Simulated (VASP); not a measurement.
# Zr (I4/mmm) in VASP: a series of runs, part 2 of 2

VASP 6.6.1. Earlier steps stand in the parts before.

### 3 Electric field gradients, PBEsol (zz strain of +1 %)

File INCAR:

```
SYSTEM = Zr
ALGO     = Normal         ! electronic algorithm
EDIFF    = 1E-8           ! SCF threshold, eV
ENCUT    = 520            ! plane-wave cutoff, eV
GGA      = PS             ! functional
ISIF     = 2              ! what is computed and relaxed
ISMEAR   = -1             ! smearing method
LASPH    = .TRUE.         ! aspherical terms in the spheres
LCHARG   = .FALSE.        ! write CHGCAR
LEFG     = .TRUE.       
LREAL    = .FALSE.        ! projectors in reciprocal space
LWAVE    = .FALSE.        ! write WAVECAR
NBANDS   = 12             ! bands
NELM     = 60             ! most SCF steps
PREC     = Accurate       ! precision mode
SIGMA    = 0.08           ! smearing width, eV
```

File KPOINTS:

```
k-points
0
G
  14 14 14
  0 0 0
```

File POSCAR:

```
Zr
1.0
   -1.8100000000      1.8100000000      1.8281000000
    1.8100000000     -1.8100000000      1.8281000000
    1.8100000000      1.8100000000     -1.8281000000
Zr
1
Direct
    0.0000000000      0.0000000000      0.0000000000
```

Potentials or basis: VASP PAW PBE potentials, release 64 (Zr_sv).

Run with:

```console
$ cat potpaw_PBE.64/Zr_sv/POTCAR > POTCAR
$ mpirun -np 1 vasp_std > vasp.out
```

OUTCAR:

```text
SYSTEM = Zr
   EDIFF = 1E-8
   ENCUT = 520
   GGA = PS
   ISIF = 2
   ISMEAR = -1
   LASPH = .TRUE.
   LREAL = .FALSE.
   NELM = 60
   PREC = Accurate

 ion  position               nearest neighbor table
   1  0.000  0.000  0.000-

  LATTYP: Found a body centered tetragonal cell.
 ALAT       =     3.6200000000
 C/A-ratio  =     1.0100000000

  Lattice vectors:

 A1 = (  -1.8100000000,   1.8100000000,   1.8281000000)
 A2 = (   1.8100000000,  -1.8100000000,   1.8281000000)
 A3 = (   1.8100000000,   1.8100000000,  -1.8281000000)

Analysis of symmetry for initial positions (statically):
[... 562 lines left out ...]
    total drift:                               -0.000000      0.000000      0.000000

  FREE ENERGIE OF THE ION-ELECTRON SYSTEM (eV)
  ---------------------------------------------------
  free  energy   TOTEN  =        -8.9832308961 eV

  energy  without entropy=       -8.9415354357  energy(sigma->0) =       -8.96238317

 Electric field gradients (V/A^2)
---------------------------------------------------------------------
 ion       V_xx      V_yy      V_zz      V_xy      V_xz      V_yz
---------------------------------------------------------------------
   1       0.245     0.245    -0.491    -0.000    -0.000    -0.000
---------------------------------------------------------------------

 Electric field gradients after diagonalization (V/A^2)
 (convention: |V_zz| > |V_xx| > |V_yy|)
----------------------------------------------------------------------
 ion       V_xx      V_yy      V_zz     asymmetry (V_yy - V_xx)/ V_zz
----------------------------------------------------------------------
   1       0.245     0.245    -0.491       0.000
----------------------------------------------------------------------

           NMR quadrupolar parameters

 Cq : quadrupolar parameter    Cq=e*Q*V_zz/h
 eta: asymmetry parameters     (V_yy - V_xx)/ V_zz
 Q  : nuclear electric quadrupole moment in mb (millibarn)
----------------------------------------------------------------------
 ion       Cq(MHz)       eta       Q (mb)
----------------------------------------------------------------------
   1      -0.001       0.000       1.000
----------------------------------------------------------------------
```

OSZICAR:

```text
N       E                     dE             d eps       ncg     rms          rms(c)
DAV:   1     0.853069806977E+02    0.85307E+02   -0.68211E+03  5864   0.990E+02
DAV:   2    -0.622017861376E+01   -0.91527E+02   -0.88925E+02  6768   0.267E+02
DAV:   3    -0.931977994737E+01   -0.30996E+01   -0.30508E+01  8784   0.414E+01
DAV:   4    -0.939217371821E+01   -0.72394E-01   -0.72327E-01  6732   0.585E+00
DAV:   5    -0.939391381633E+01   -0.17401E-02   -0.17400E-02  8360   0.675E-01    0.101E+01
DAV:   6    -0.904707640856E+01    0.34684E+00   -0.43269E-01  6468   0.589E+00    0.391E+00
DAV:   7    -0.898151809605E+01    0.65558E-01   -0.20595E-01  7200   0.383E+00    0.674E-01
DAV:   8    -0.898323677897E+01   -0.17187E-02   -0.11446E-02  6812   0.122E+00    0.114E-01
DAV:   9    -0.898323927739E+01   -0.24984E-05   -0.42053E-04  7644   0.186E-01    0.209E-02
DAV:  10    -0.898323164570E+01    0.76317E-05   -0.23649E-05  6732   0.514E-02    0.149E-02
DAV:  11    -0.898323089239E+01    0.75331E-06   -0.20885E-06  6832   0.153E-02    0.144E-03
DAV:  12    -0.898323089608E+01   -0.36869E-08   -0.76343E-08  7720   0.225E-03
   1 F= -.89832309E+01 E0= -.89623832E+01  d E =-.416955E-01
```

stdout:

```text
POSCAR found type information on POSCAR Zr
 POSCAR found :  1 types and       1 ions
 scaLAPACK will be used
 -----------------------------------------------------------------------------
|                                                                             |
|                                                                             |
|     You enforced a specific xc type in the INCAR file but a different       |
|     I HOPE YOU KNOW WHAT YOU ARE DOING!                                     |
|                                                                             |
 -----------------------------------------------------------------------------

 LDA part: xc-table for (Slater+PW92), standard interpolation
 POSCAR, INCAR and KPOINTS ok, starting setup
 FFT: planning ... GRIDC
 FFT: planning ... GRID_SOFT
 FFT: planning ... GRID
 WAVECAR not read
 entering main loop
ion   1
```

Wall time 43 s (1 thread of AMD EPYC 7R13 (Zen 3), shared host); peak memory 0.16 GiB.

What came out:

```
Free energy            : -8.9832 eV
Pressure               : -7.3 GPa
Band gap on the k mesh : zero (band 6 reaches 9.34 eV, above the bottom of band 7 at 7.67 eV)
```

Electric field gradients, principal values (V/Å²):
| atom | least | middle | greatest (by size) |
| --- | --- | --- | --- |
| 1 Zr | 0.245 | 0.245 | -0.491 |

Caveat: the cell differs from its parent crystal (zz strain of +1 %); without QUAD_EFG the Cq values of the log hold for a quadrupole moment of 1 mb, not for the nuclei; the PAW data sets were made with another functional, which shifts forces and pressure a little.
